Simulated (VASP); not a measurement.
Set up this calculation in VASP 6.6.1, as the native input.

* Task: single point
* Functional: r2SCAN
* Potentials or basis: VASP PAW PBE potentials, release 64 (Si, Ni)
* Cutoff: 520 eV
* k mesh: 10 × 10 × 10
* Occupations: gaussian, width 0.15 eV
* Spin: no spin polarisation
* Dipole correction: no
* Further INCAR settings: ALGO = Normal; EDIFF = 1e-06; NBANDS = 38

The system is SiNi.

```
Si Ni
1.0
     4.46481    0.00000    0.00000
     0.00000    4.46481    0.00000
     0.00000    0.00000    4.46481
Si Ni
4 4
Cartesian
  3.7207 3.7207 3.7207
  2.9765 0.7441 1.4883
  1.4883 2.9765 0.7441
  0.7441 1.4883 2.9765
  0.6670 0.6670 0.6670
  1.5654 3.7978 2.8994
  2.8994 1.5654 3.7978
  3.7978 2.8994 1.5654
```

This cell differs from its parent crystal: atoms displaced along a vibrational mode.

These files were run (other wordings do the same):

POSCAR

```
SiNi
1.0
    4.4648149096      0.0000000000      0.0000000000
    0.0000000000      4.4648149096      0.0000000000
    0.0000000000      0.0000000000      4.4648149096
Si Ni
4 4
Direct
    0.8333433860      0.8333433860      0.8333433860
    0.6666566140      0.1666566140      0.3333433860
    0.3333433860      0.6666566140      0.1666566140
    0.1666566140      0.3333433860      0.6666566140
    0.1493913976      0.1493913976      0.1493913976
    0.3506086024      0.8506086024      0.6493913976
    0.6493913976      0.3506086024      0.8506086024
    0.8506086024      0.6493913976      0.3506086024
```

INCAR.step1

```
PREC     = Accurate       # precision mode
ENCUT    = 520            # plane-wave cutoff, eV
ISMEAR   = 0              # smearing method
SIGMA    = 0.15           # smearing width, eV
LREAL    = False          # projectors in reciprocal space
LASPH    = True           # aspherical terms in the spheres
NELM     = 100            # most SCF steps
NBANDS   = 38             # bands
GGA      = PE             # functional
ALGO     = Normal         # electronic algorithm
EDIFF    = 1E-4           # SCF threshold, eV
LWAVE    = True           # write WAVECAR
LCHARG   = False          # write CHGCAR
```

INCAR.step2

```
PREC     = Accurate       # precision mode
ENCUT    = 520            # plane-wave cutoff, eV
EDIFF    = 1E-6           # SCF threshold, eV
ISMEAR   = 0              # smearing method
SIGMA    = 0.15           # smearing width, eV
LREAL    = False          # projectors in reciprocal space
LASPH    = True           # aspherical terms in the spheres
NELM     = 100            # most SCF steps
ALGO     = Normal         # electronic algorithm
ISIF     = 2              # what is computed and relaxed
LWAVE    = False          # write WAVECAR
LCHARG   = False          # write CHGCAR
METAGGA  = R2SCAN         # meta-GGA
LMIXTAU  = True         
NBANDS   = 38             # bands
ISTART   = 1
```

KPOINTS

```
Automatic mesh
0
Gamma
  10 10 10
```

Potentials or basis: VASP PAW PBE potentials, release 64 (Si, Ni).

Run with:

```console
$ cat potpaw_PBE.64/Si/POTCAR potpaw_PBE.64/Ni/POTCAR > POTCAR
$ cp INCAR.step1 INCAR
$ mpirun -np 1 vasp_std > vasp.out
$ cp INCAR.step2 INCAR
$ mpirun -np 1 vasp_std > vasp.out
```

Results of the run:

```
Pressure               : 1.9 GPa
Largest force          : 1.205 eV/Å
Band gap on the k mesh : zero (bands 28 and 29 overlap by 1.40 eV)
```

Caveat: the cell differs from its parent crystal (atoms displaced along a vibrational mode); the PAW data sets were made with another functional, which shifts forces and pressure a little.

It took 20 min on 1 thread of Intel Xeon 8259CL, on a shared host, peak memory 0.34 GiB.
